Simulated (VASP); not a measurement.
# Ni (P6/mmm) in VASP: notebook

Runs on Ni. Level: RPBE. Tasks: single point.

Everything below comes from runs of VASP 6.6.1. Logs are shortened: lines on timing, memory, paths and dates and some standing lists are left out, and cuts for length are marked.

## (1) The cell of the first run

Symmetry: P6/mmm, No. 191, hexagonal system. Conventional cell: a = 4.032 Å, b = 4.032 Å, c = 2.427 Å, α = 90.00°, β = 90.00°, γ = 120.00°. Within 3.2 Å of Ni (site symmetry 6/mmm) lie 14 Ni at 2.43 to 2.63 Å. Within 3.1 Å of Ni (site symmetry -6m2) lie 11 Ni at 2.33 to 2.63 Å.

## (2) Single point, RPBE

File INCAR:

```
SYSTEM = Ni
ALGO = Normal ; EDIFF = 1E-6
ENCUT = 520 ; GGA = RP
ISIF = 2 ; ISMEAR = -1
LASPH = .TRUE. ; LCHARG = .FALSE.
LREAL = .FALSE. ; LWAVE = .FALSE.
NBANDS = 22 ; NELM = 80
PREC = Accurate ; SIGMA = 0.1
```

File KPOINTS:

```
k-points
0
G
  9 9 13
  0 0 0
```

File POSCAR:

```
Ni
1.0
    4.0320739648      0.0000000000      0.0000000000
   -2.0160369824      3.4918784835      0.0000000000
    0.0000000000      0.0000000000      2.4269998947
Ni
3
Direct
    0.0000000000      1.0000000000      0.0000000000
    0.3333333333      0.6666666667      0.5000000000
    0.6666666667      0.3333333333      0.5000000000
```

Potentials or basis: VASP PAW PBE potentials, release 64 (Ni).

Started as:

```sh
> cat potpaw_PBE.64/Ni/POTCAR > POTCAR
> mpirun -np 1 vasp_std > vasp.out
```

OUTCAR:

```text
SYSTEM = Ni
   EDIFF = 1E-6
   ENCUT = 520
   GGA = RP
   ISIF = 2
   ISMEAR = -1
   LASPH = .TRUE.
   LREAL = .FALSE.
   NELM = 80
   PREC = Accurate

 ion  position               nearest neighbor table
   1  0.000  0.000  0.000-   2 2.63   3 2.63   2 2.63   3 2.63   3 2.63   3 2.63   2 2.63   2 2.63
                             3 2.63   3 2.63   2 2.63   2 2.63
   2  0.333  0.667  0.500-   3 2.33   3 2.33   3 2.33   1 2.63   1 2.63   1 2.63   1 2.63   1 2.63
                             1 2.63
   3  0.667  0.333  0.500-   2 2.33   2 2.33   2 2.33   1 2.63   1 2.63   1 2.63   1 2.63   1 2.63
                             1 2.63

  LATTYP: Found a hexagonal cell.
 ALAT       =     4.0320739648
 C/A-ratio  =     0.6019234557

  Lattice vectors:

 A1 = (   4.0320739648,   0.0000000000,   0.0000000000)
 A2 = (  -2.0160369824,   3.4918784835,   0.0000000000)
 A3 = (   0.0000000000,   0.0000000000,   2.4269998947)

Analysis of symmetry for initial positions (statically):
=====================================================================
 Subroutine PRICEL returns:
 Original cell was already a primitive cell.

 Routine SETGRP: Setting up the symmetry group for a
 hexagonal supercell.

 Subroutine GETGRP returns: Found 24 space group operations
 (whereof 24 operations were pure point group operations)
 out of a pool of 24 trial point group operations.

The static configuration has the point symmetry D_6h.

Analysis of symmetry for dynamics (positions and initial velocities):
=====================================================================
 Subroutine PRICEL returns:
 Original cell was already a primitive cell.

 Routine SETGRP: Setting up the symmetry group for a
 hexagonal supercell.

 Subroutine GETGRP returns: Found 24 space group operations
 (whereof 24 operations were pure point group operations)
 out of a pool of 24 trial point group operations.

The dynamic configuration has the point symmetry D_6h.

 Subroutine INISYM returns: Found 24 space group operations
 (whereof 24 operations are pure point group operations),
 and found     1 'primitive' translations

----------------------------------------------------------------------------------------

                                     Primitive cell

  volume of cell :      34.1710

  direct lattice vectors                    reciprocal lattice vectors
     4.032073965  0.000000000  0.000000000     0.248011323  0.143189404  0.000000000
    -2.016036982  3.491878483  0.000000000     0.000000000  0.286378809  0.000000000
     0.000000000  0.000000000  2.426999895     0.000000000  0.000000000  0.412031332

  length of vectors
     4.032073965  4.032073965  2.426999895     0.286378809  0.286378809  0.412031332

  position of ions in fractional coordinates (direct lattice)
     0.000000000  0.000000000  0.000000000
     0.333333333  0.666666667  0.500000000
     0.666666667  0.333333333  0.500000000

  ion indices of the primitive-cell ions
   primitive index   ion index
                 1           1
                 2           2
                 3           3

----------------------------------------------------------------------------------------

 KPOINTS: k-points

Automatic generation of k-mesh.
 Grid dimensions read from file:
 generate k-points for:    9    9   13

 Generating k-lattice:

  Cartesian coordinates                     Fractional coordinates (reciprocal lattice)
     0.027556814  0.015909934  0.000000000     0.111111111 -0.000000000  0.000000000
     0.000000000  0.031819868  0.000000000     0.000000000  0.111111111  0.000000000
     0.000000000  0.000000000  0.031694718     0.000000000  0.000000000  0.076923077

  Length of vectors
     0.031819868  0.031819868  0.031694718

  Shift w.r.t. Gamma in fractional coordinates (k-lattice)
     0.000000000  0.000000000  0.000000000

 Subroutine IBZKPT returns following result:
 ===========================================

 Found     84 irreducible k-points:

 Following reciprocal coordinates:
            Coordinates               Weight
  0.000000  0.000000  0.000000      1.000000
  0.111111 -0.000000  0.000000      6.000000
  0.222222  0.000000  0.000000      6.000000
  0.333333  0.000000  0.000000      6.000000
  0.444444  0.000000  0.000000      6.000000
  0.111111  0.111111  0.000000      6.000000
[... 16 lines left out ...]
  0.333333  0.222222  0.076923     24.000000
  0.333333  0.333333  0.076923      4.000000
 [... further k-points ...]
   k-points           NKPTS =     84   k-points in BZ     NKDIM =     84   number of bands    NBANDS=     22
   number of dos      NEDOS =    301   number of ions     NIONS =      3
   total plane-waves  NPLWV =  16200
   dimension x,y,z NGX =    30 NGY =   30 NGZ =   18
   dimension x,y,z NGXF=    60 NGYF=   60 NGZF=   36
   ions per type =               3
   NGX,Y,Z   is equivalent  to a cutoff of  12.37, 12.37, 12.33 a.u.
   NGXF,Y,Z  is equivalent  to a cutoff of  24.74, 24.74, 24.66 a.u.
 SYSTEM =  Ni
   PREC   = accura    normal or accurate (medium, high low for compatibility)
   ISTART =      0    job   : 0-new  1-cont  2-samecut
   ICHARG =      2    charge: 1-file 2-atom 10-const
   ISPIN  =      1    spin polarized calculation?
   LNONCOLLINEAR =      F non collinear calculations
   LSORBIT =      F    spin-orbit coupling
   LASPH  =      T    aspherical Exc in radial PAW
   ENCUT  =  520.0 eV  38.22 Ry    6.18 a.u.   7.50  7.50  4.51*2*pi/ulx,y,z
   NELM   =     80;   NELMIN=  2; NELMDL= -5     # of ELM steps
   EDIFF  = 0.1E-05   stopping-criterion for ELM
   LREAL  =      F    real-space projection
   EDIFFG = 0.1E-04   stopping-criterion for IOM
   NSW    =      0    number of steps for IOM
   IBRION =     -1    ionic relax: 0-MD 1-quasi-New 2-CG
   NFREE  =      0    steps in history (QN), initial steepest desc. (CG)
   ISIF   =      2    stress and relaxation
   ISYM   =      2    0-nonsym 1-usesym 2-fastsym
   POTIM  = 0.5000    time-step for ionic-motion
   TEBEG  =    0.0;   TEEND  =   0.0 temperature during run
   PSTRESS=    0.0 pullay stress
   NELECT =      30.0000    total number of electrons
   NUPDOWN=      -1.0000    fix difference up-down
   EMIN   =  10.00;   EMAX   =-10.00  energy-range for DOS
   EFERMI =   0.00;   METHOD = LEGACY
   ISMEAR =    -1;   SIGMA  =   0.10  broadening in eV -4-tet -1-fermi 0-gaus
   EFERMI_NEDOS =   21; number of points for ismear=-14 and -15
   IALGO  =     38    algorithm
   IMIX   =      4    mixing-type and parameters
     AMIX     =   0.40;   BMIX     =  1.00
     AMIX_MAG =   1.60;   BMIX_MAG =  1.00
  volume/ion in A,a.u.               =      11.39        76.87
  Fermi-wavevector in a.u.,A,eV,Ry     =   1.567579  2.962295 33.433653  2.457304
  Thomas-Fermi vector in A             =   2.669738
   LORBIT       =      0    0 simple, 1 ext, 2 COOP (PROOUT), +10 PAW based schemes
   GGA     = RP    functional components
   LHFCALC =     F    Hartree Fock is set to
   AEXX    =    0.0000 exact exchange contribution
   IVDW    =     0    specifies the selected vdW correction
   LEPSILON=     F    determine dielectric tensor
   LRPA    =     F    only Hartree local field effects (RPA)
 non-spin polarized calculation
  energy-cutoff  :      520.00
  volume of cell :       34.17
 maximum number of plane-waves:       939
 NGX is ok and might be reduce to    30
   NGX = 15   NGY = 15   NGZ =  9

 number of electron      29.9999985 magnetization

 Free energy of the ion-electron system (eV)
  ---------------------------------------------------
  ext. energy  EPLUGINS =         0.00000000
  ---------------------------------------------------
  free energy    TOTEN  =       -14.51607182 eV

  energy without entropy =      -14.24658806  energy(sigma->0) =      -14.38132994

 E-fermi :   8.7374     XC(G=0): -12.8509

 val. band max:        8.7356210922   @ k =   0.3333   0.3333   0.3846
 cond. band min:       8.7375306858   @ k =   0.3333   0.2222   0.3846
 fundamental gap:      0.0019095937
 Fermi energy:         8.7373506592

 k-point     1 :       0.0000    0.0000    0.0000
  band No.  band energies     occupation
      1       0.1966      2.00000
      2       5.1295      2.00000
      3       6.1777      2.00000
      4       6.1777      2.00000
      5       6.2014      2.00000
      6       6.2014      2.00000
[... 14 lines left out ...]
     21      16.9794      0.00000
     22      17.1073      0.00000

 k-point     2 :       0.1111   -0.0000    0.0000
  band No.  band energies     occupation
      1       0.3597      2.00000
      2       5.1306      2.00000
      3       5.8103      2.00000
      4       6.0149      2.00000
      5       6.1246      2.00000
      6       6.4795      2.00000
[... 14 lines left out ...]
     21      17.7683      0.00000
     22      18.4715      0.00000

 k-point     3 :       0.2222    0.0000    0.0000
  band No.  band energies     occupation
      1       0.8402      2.00000
      2       5.0164      2.00000
      3       5.4269      2.00000
      4       5.8429      2.00000
      5       5.9712      2.00000
      6       6.4942      2.00000
[... 14 lines left out ...]
     21      19.2324      0.00000
     22      21.2334      0.00000

 k-point     4 :       0.3333    0.0000    0.0000
  band No.  band energies     occupation
      1       1.6091      2.00000
      2       4.6276      2.00000
      3       4.8969      2.00000
      4       5.8182      2.00000
      5       6.0259      2.00000
      6       6.3848      2.00000
[... 14 lines left out ...]
     21      21.1781      0.00000
     22      24.2405      0.00000

 k-point     5 :       0.4444    0.0000    0.0000
  band No.  band energies     occupation
      1       2.6046      2.00000
      2       3.7070      2.00000
      3       4.6203      2.00000
      4       5.9960      2.00000
      5       6.1130      2.00000
      6       6.2056      2.00000
[... 417 lines left out ...]
 k-point    22 :       0.2222    0.2222    0.0769
  band No.  band energies     occupation
      1       2.1834      2.00000
      2       4.5432      2.00000
      3       4.7832      2.00000
      4       5.9136      2.00000
      5       6.2640      2.00000
      6       6.5097      2.00000
[... 14 lines left out ...]
     21      24.8257      0.00000
     22      24.9700      0.00000

 k-point    23 :       0.3333    0.2222    0.0769
  band No.  band energies     occupation
      1       3.0837      2.00000
      2       3.9828      2.00000
      3       4.4553      2.00000
      4       6.1085      2.00000
      5       6.2314      2.00000
      6       6.3861      2.00000
[... 14 lines left out ...]
     21      22.5858      0.00000
     22      26.7672      0.00000

 k-point    24 :       0.3333    0.3333    0.0769
  band No.  band energies     occupation
      1       3.7144      2.00000
      2       3.9481      2.00000
      3       3.9481      2.00000
      4       6.2157      2.00000
      5       6.2157      2.00000
      6       6.4038      2.00000
[... 14 lines left out ...]
     21      19.9927      0.00000
     22      28.1567      0.00000

 [... further k-points ...]
[... 5 lines left out ...]
  --------------------------------------------------------------------------------------
  -------------------------------------------------------------------------------------
  Total        0.0542538      0.0542538      0.0238523      0.0000000      0.0000000      0.0000000
  in kB        2.5438029      2.5438029      1.1183641      0.0000000      0.0000000      0.0000000
  external PRESSURE =       2.0686566 kB  Pullay stress =       0.0000000 kB

 VOLUME and BASIS-vectors are now :
 -----------------------------------------------------------------------------
  energy-cutoff  :      520.00
  volume of cell :       34.17
      direct lattice vectors                 reciprocal lattice vectors
     4.032073965  0.000000000  0.000000000     0.248011323  0.143189404  0.000000000
    -2.016036982  3.491878483  0.000000000     0.000000000  0.286378809  0.000000000
     0.000000000  0.000000000  2.426999895     0.000000000  0.000000000  0.412031332

 POSITION                                       TOTAL-FORCE (eV/Angst)
 -----------------------------------------------------------------------------------
      0.00000      0.00000      0.00000        -0.000000      0.000000      0.000000
     -0.00000      2.32792      1.21350        -0.000000      0.000000      0.000000
      2.01604      1.16396      1.21350         0.000000     -0.000000      0.000000
 -----------------------------------------------------------------------------------
    total drift:                               -0.000000      0.000000      0.000000

  FREE ENERGIE OF THE ION-ELECTRON SYSTEM (eV)
  ---------------------------------------------------
  free  energy   TOTEN  =       -14.5160718239 eV

  energy  without entropy=      -14.2465880624  energy(sigma->0) =      -14.38132994
```

Wall time 50 s (1 thread of Intel Xeon Platinum 8259CL at 2.50GHz (Skylake/Cascade Lake), shared host); peak memory 0.17 GiB.

Results:

- Free energy: -14.5161 eV
- Pressure: 0.2 GPa
- Band gap on the k mesh: zero (band 15 reaches 9.09 eV, above the bottom of band 16 at 8.56 eV)

Caveat: the PAW data sets were made with another functional, which shifts forces and pressure a little; the run has no spin polarisation, though such a crystal can be magnetic.

(Part 1 of 2 ends here.)
